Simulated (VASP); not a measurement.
# K (I4/mmm) in VASP: further runs

Runs on K. Level: PBE+D3(BJ). Tasks: single point.

Everything below comes from runs of VASP 6.6.1. Logs are shortened: lines on timing, memory, paths and dates and some standing lists are left out, and cuts for length are marked.

**1. The cell of the first run**

The structure is tetragonal, space group I4/mmm (No. 139). The conventional cell has a = 4.653 Å, b = 4.653 Å, c = 6.682 Å, α = 90.00°, β = 90.00°, γ = 90.00°.

**2. Single point, PBE+D3(BJ) (strain -0.030 along x and y, -0.015 along z)**

Input file INCAR:

```
SYSTEM = K
PREC     = Accurate       ! precision mode
ENCUT    = 520            ! plane-wave cutoff, eV
EDIFF    = 1E-7           ! SCF threshold, eV
ISMEAR   = 0              ! smearing method
SIGMA    = 0.15           ! smearing width, eV
LREAL    = .False.        ! projectors in reciprocal space
LASPH    = .True.         ! aspherical terms in the spheres
NELM     = 100            ! most SCF steps
ALGO     = Normal         ! electronic algorithm
ISIF     = 2              ! what is computed and relaxed
LWAVE    = .False.        ! write WAVECAR
LCHARG   = .False.        ! write CHGCAR
GGA      = PE             ! functional
IVDW     = 12             ! dispersion correction
NBANDS   = 10             ! bands
```

Input file KPOINTS:

```
regular mesh
0
Gamma
  12 12 12
  0 0 0
```

Input file POSCAR:

```
K
1.0
    0.0000000000      3.2901166335      3.3409947257
    3.2901166335      0.0000000000      3.3409947257
    3.2901166335      3.2901166335      0.0000000000
K
1
Direct
    0.0000000000      0.0000000000      0.0000000000
```

Potentials or basis: VASP PAW PBE potentials, release 64 (K_sv).

Started as:

```sh
> cat potpaw_PBE.64/K_sv/POTCAR > POTCAR
> mpirun -np 1 vasp_std > vasp.out
```

OUTCAR:

```text
SYSTEM = K
   PREC = Accurate
   ENCUT = 520
   EDIFF = 1E-7
   ISMEAR = 0
   LREAL = .False.
   LASPH = .True.
   NELM = 100
   ISIF = 2
   GGA = PE
   IVDW = 12
 IVDW          = 12

 ion  position               nearest neighbor table
   1  0.000  0.000  0.000-

  LATTYP: Found a body centered tetragonal cell.
 ALAT       =     4.6529275649
 C/A-ratio  =     1.4360828442

  Lattice vectors:

 A1 = (  -3.2901166335,   0.0000000000,   3.3409947257)
 A2 = (   3.2901166335,   0.0000000000,   3.3409947257)
 A3 = (   0.0000000000,   3.2901166335,  -3.3409947257)

Analysis of symmetry for initial positions (statically):
=====================================================================
 Subroutine PRICEL returns:
 Original cell was already a primitive cell.

 Routine SETGRP: Setting up the symmetry group for a
 body centered tetragonal supercell.

 Subroutine GETGRP returns: Found 16 space group operations
 (whereof 16 operations were pure point group operations)
 out of a pool of 16 trial point group operations.

The static configuration has the point symmetry D_4h.

Analysis of symmetry for dynamics (positions and initial velocities):
=====================================================================
 Subroutine PRICEL returns:
 Original cell was already a primitive cell.

 Routine SETGRP: Setting up the symmetry group for a
 body centered tetragonal supercell.

 Subroutine GETGRP returns: Found 16 space group operations
 (whereof 16 operations were pure point group operations)
 out of a pool of 16 trial point group operations.

The dynamic configuration has the point symmetry D_4h.

 Subroutine INISYM returns: Found 16 space group operations
 (whereof 16 operations are pure point group operations),
 and found     1 'primitive' translations

----------------------------------------------------------------------------------------

                                     Primitive cell

  volume of cell :      72.3317

  direct lattice vectors                    reciprocal lattice vectors
     0.000000000  3.290116633  3.340994726    -0.151970296  0.151970296  0.149656028
     3.290116633  0.000000000  3.340994726     0.151970296 -0.151970296  0.149656028
     3.290116633  3.290116633  0.000000000     0.151970296  0.151970296 -0.149656028

  length of vectors
     4.689041823  4.689041823  4.652927565     0.261890948  0.261890948  0.261890948

  position of ions in fractional coordinates (direct lattice)
     0.000000000  0.000000000  0.000000000

  ion indices of the primitive-cell ions
   primitive index   ion index
                 1           1

----------------------------------------------------------------------------------------

 KPOINTS: regular mesh

Automatic generation of k-mesh.
 Grid dimensions read from file:
 generate k-points for:   12   12   12

 Generating k-lattice:

  Cartesian coordinates                     Fractional coordinates (reciprocal lattice)
    -0.012664191  0.012664191  0.012471336     0.083333333  0.000000000  0.000000000
     0.012664191 -0.012664191  0.012471336     0.000000000  0.083333333  0.000000000
     0.012664191  0.012664191 -0.012471336     0.000000000  0.000000000  0.083333333

  Length of vectors
     0.021824246  0.021824246  0.021824246

  Shift w.r.t. Gamma in fractional coordinates (k-lattice)
     0.000000000  0.000000000  0.000000000

 Subroutine IBZKPT returns following result:
 ===========================================

 Found    163 irreducible k-points:

 Following reciprocal coordinates:
            Coordinates               Weight
  0.000000  0.000000  0.000000      1.000000
  0.083333 -0.000000  0.000000      8.000000
  0.166667  0.000000  0.000000      8.000000
  0.250000 -0.000000  0.000000      8.000000
  0.333333 -0.000000  0.000000      8.000000
  0.416667 -0.000000  0.000000      8.000000
[... 16 lines left out ...]
  0.500000  0.166667  0.000000      8.000000
 -0.416667  0.166667  0.000000      8.000000
 [... further k-points ...]
   k-points           NKPTS =    163   k-points in BZ     NKDIM =    163   number of bands    NBANDS=     10
   number of dos      NEDOS =    301   number of ions     NIONS =      1
   total plane-waves  NPLWV =  46656
   dimension x,y,z NGX =    36 NGY =   36 NGZ =   36
   dimension x,y,z NGXF=    72 NGYF=   72 NGZF=   72
   ions per type =               1
   NGX,Y,Z   is equivalent  to a cutoff of  12.76, 12.76, 12.86 a.u.
   NGXF,Y,Z  is equivalent  to a cutoff of  25.53, 25.53, 25.73 a.u.
 SYSTEM =  K
   PREC   = accura    normal or accurate (medium, high low for compatibility)
   ISTART =      0    job   : 0-new  1-cont  2-samecut
   ICHARG =      2    charge: 1-file 2-atom 10-const
   ISPIN  =      1    spin polarized calculation?
   LNONCOLLINEAR =      F non collinear calculations
   LSORBIT =      F    spin-orbit coupling
   LASPH  =      T    aspherical Exc in radial PAW
   ENCUT  =  520.0 eV  38.22 Ry    6.18 a.u.   8.72  8.72  8.65*2*pi/ulx,y,z
   NELM   =    100;   NELMIN=  2; NELMDL= -5     # of ELM steps
   EDIFF  = 0.1E-06   stopping-criterion for ELM
   LREAL  =      F    real-space projection
   EDIFFG = 0.1E-05   stopping-criterion for IOM
   NSW    =      0    number of steps for IOM
   IBRION =     -1    ionic relax: 0-MD 1-quasi-New 2-CG
   NFREE  =      0    steps in history (QN), initial steepest desc. (CG)
   ISIF   =      2    stress and relaxation
   ISYM   =      2    0-nonsym 1-usesym 2-fastsym
   POTIM  = 0.5000    time-step for ionic-motion
   TEBEG  =    0.0;   TEEND  =   0.0 temperature during run
   PSTRESS=    0.0 pullay stress
   NELECT =       9.0000    total number of electrons
   NUPDOWN=      -1.0000    fix difference up-down
   EMIN   =  10.00;   EMAX   =-10.00  energy-range for DOS
   EFERMI =   0.00;   METHOD = LEGACY
   ISMEAR =     0;   SIGMA  =   0.15  broadening in eV -4-tet -1-fermi 0-gaus
   EFERMI_NEDOS =   21; number of points for ismear=-14 and -15
   IALGO  =     38    algorithm
   IMIX   =      4    mixing-type and parameters
     AMIX     =   0.40;   BMIX     =  1.00
     AMIX_MAG =   1.60;   BMIX_MAG =  1.00
  volume/ion in A,a.u.               =      72.33       488.12
  Fermi-wavevector in a.u.,A,eV,Ry     =   0.817296  1.544466  9.088328  0.667973
  Thomas-Fermi vector in A             =   1.927719
   LORBIT       =      0    0 simple, 1 ext, 2 COOP (PROOUT), +10 PAW based schemes
   GGA     = PE    functional components
   LHFCALC =     F    Hartree Fock is set to
   AEXX    =    0.0000 exact exchange contribution
   IVDW    =    12    specifies the selected vdW correction
   LEPSILON=     F    determine dielectric tensor
   LRPA    =     F    only Hartree local field effects (RPA)
 non-spin polarized calculation
 Gauss-broadening in eV      SIGMA  =   0.15
  energy-cutoff  :      520.00
  volume of cell :       72.33
 maximum number of plane-waves:      1974
   NGX = 17   NGY = 17   NGZ = 17

 number of electron       8.9999999 magnetization

 Free energy of the ion-electron system (eV)
  ---------------------------------------------------
  ext. energy  EPLUGINS =         0.00000000
  ---------------------------------------------------
  free energy    TOTEN  =        -1.05205899 eV

  energy without entropy =       -1.04385518  energy(sigma->0) =       -1.04795708

 E-fermi :  -0.0886     XC(G=0):  -5.6911

 val. band max:       -0.1393545652   @ k =  -0.2500   0.2500   0.1667
 cond. band min:      -0.0845570353   @ k =  -0.4167   0.0000   0.0833
 fundamental gap:      0.0547975299
 Fermi energy:        -0.0885867704

 k-point     1 :       0.0000    0.0000    0.0000
  band No.  band energies     occupation
      1     -32.2005      2.00000
      2     -15.6499      2.00000
      3     -15.6498      2.00000
      4     -15.6498      2.00000
      5      -2.2638      2.00000
      6       4.1088      0.00000
      7       4.1618      0.00000
      8       4.1618      0.00000
      9       5.3543      0.00000
     10       5.4576      0.00000

 k-point     2 :       0.0833   -0.0000    0.0000
  band No.  band energies     occupation
      1     -32.2002      2.00000
      2     -15.6547      2.00000
      3     -15.6506      2.00000
      4     -15.6504      2.00000
      5      -2.1810      2.00000
      6       3.9094      0.00000
      7       4.1594      0.00000
      8       4.1960      0.00000
      9       5.2808      0.00000
     10       5.3774      0.00000

 k-point     3 :       0.1667    0.0000    0.0000
  band No.  band energies     occupation
      1     -32.1994      2.00000
      2     -15.6677      2.00000
      3     -15.6526      2.00000
      4     -15.6521      2.00000
      5      -1.9362      2.00000
      6       3.3602      0.00000
      7       4.2077      0.00000
      8       4.2585      0.00000
      9       5.1749      0.00000
     10       5.2498      0.00000

 k-point     4 :       0.2500   -0.0000    0.0000
  band No.  band energies     occupation
      1     -32.1984      2.00000
      2     -15.6854      2.00000
      3     -15.6552      2.00000
      4     -15.6543      2.00000
      5      -1.5402      2.00000
      6       2.6696      0.00000
      7       4.1657      0.00000
      8       4.2379      0.00000
      9       5.2555      0.00000
     10       5.2974      0.00000
[... 222 lines left out ...]
 k-point    22 :       0.4167    0.1667    0.0000
  band No.  band energies     occupation
      1     -32.1967      2.00000
      2     -15.7050      2.00000
      3     -15.6667      2.00000
      4     -15.6628      2.00000
      5      -0.5683      1.99999
      6       1.8174      0.00000
      7       3.2849      0.00000
      8       4.1978      0.00000
      9       5.0689      0.00000
     10       6.1218      0.00000

 k-point    23 :       0.5000    0.1667    0.0000
  band No.  band energies     occupation
      1     -32.1961      2.00000
      2     -15.7128      2.00000
      3     -15.6706      2.00000
      4     -15.6628      2.00000
      5       0.0845      0.10261
      6       1.0872      0.00000
      7       3.1512      0.00000
      8       4.1376      0.00000
      9       5.2544      0.00000
     10       6.1985      0.00000

 k-point    24 :      -0.4167    0.1667    0.0000
  band No.  band energies     occupation
      1     -32.1960      2.00000
      2     -15.7139      2.00000
      3     -15.6728      2.00000
      4     -15.6613      2.00000
      5       0.3545      0.00003
      6       0.8096      0.00000
      7       3.0734      0.00000
      8       4.1354      0.00000
      9       5.4517      0.00000
     10       5.9231      0.00000

 [... further k-points ...]

------------------------ aborting loop because EDIFF is reached ----------------------------------------

 Edisp (eV)   -0.11510

 E8    (eV) :    -0.0620

  FORCE on cell =-STRESS in cart. coord.  units (eV):
  Direction    XX          YY          ZZ          XY          YZ          ZX
  --------------------------------------------------------------------------------------
  -------------------------------------------------------------------------------------
  Total      -0.08116    -0.08116    -0.08789     0.00000     0.00000     0.00000
  in kB      -1.79771    -1.79771    -1.94687     0.00000     0.00000     0.00000
  external pressure =       -1.85 kB  Pullay stress =        0.00 kB

 VOLUME and BASIS-vectors are now :
 -----------------------------------------------------------------------------
  energy-cutoff  :      520.00
  volume of cell :       72.33
      direct lattice vectors                 reciprocal lattice vectors
     0.000000000  3.290116633  3.340994726    -0.151970296  0.151970296  0.149656028
     3.290116633  0.000000000  3.340994726     0.151970296 -0.151970296  0.149656028
     3.290116633  3.290116633  0.000000000     0.151970296  0.151970296 -0.149656028

 POSITION                                       TOTAL-FORCE (eV/Angst)
 -----------------------------------------------------------------------------------
      0.00000      0.00000      0.00000         0.000000     -0.000000      0.000000
 -----------------------------------------------------------------------------------
    total drift:                               -0.000000      0.000000      0.000000

  FREE ENERGIE OF THE ION-ELECTRON SYSTEM (eV)
  ---------------------------------------------------
  free  energy   TOTEN  =        -1.1671580301 eV

  energy  without entropy=       -1.1589542224  energy(sigma->0) =       -1.16305613
```

Wall time 2.1 min (1 thread of Intel Xeon Platinum 8259CL at 2.50GHz (Skylake/Cascade Lake), shared host); peak memory 0.28 GiB.

What came out:

```
Free energy                : -1.1672 eV
Pressure                   : -0.2 GPa
Dispersion energy per atom : -0.115 eV
```

Levels at points of the mesh, in eV from the Fermi level:
```csv
k point,band 1,band 2,band 3,band 4,band 5,band 6,band 7,band 8,band 9,band 10
"(0.00, 0.00, 0.00)",-32.11,-15.56,-15.56,-15.56,-2.18,4.20,4.25,4.25,5.44,5.55
"(0.50, 0.00, 0.00)",-32.11,-15.63,-15.57,-15.57,0.33,0.56,3.97,4.06,6.20,6.31
"(0.50, 0.50, 0.00)",-32.11,-15.63,-15.59,-15.59,0.87,1.33,2.37,5.06,5.06,5.68
"(0.50, 0.00, 0.50)",-32.11,-15.63,-15.59,-15.59,0.93,1.44,2.32,4.94,4.96,5.67
```

Caveat: the cell differs from its parent crystal (strain -0.030 along x and y, -0.015 along z); pairwise dispersion overbinds metals, which lowers pressure and volume.

[end of part 1 of 3]
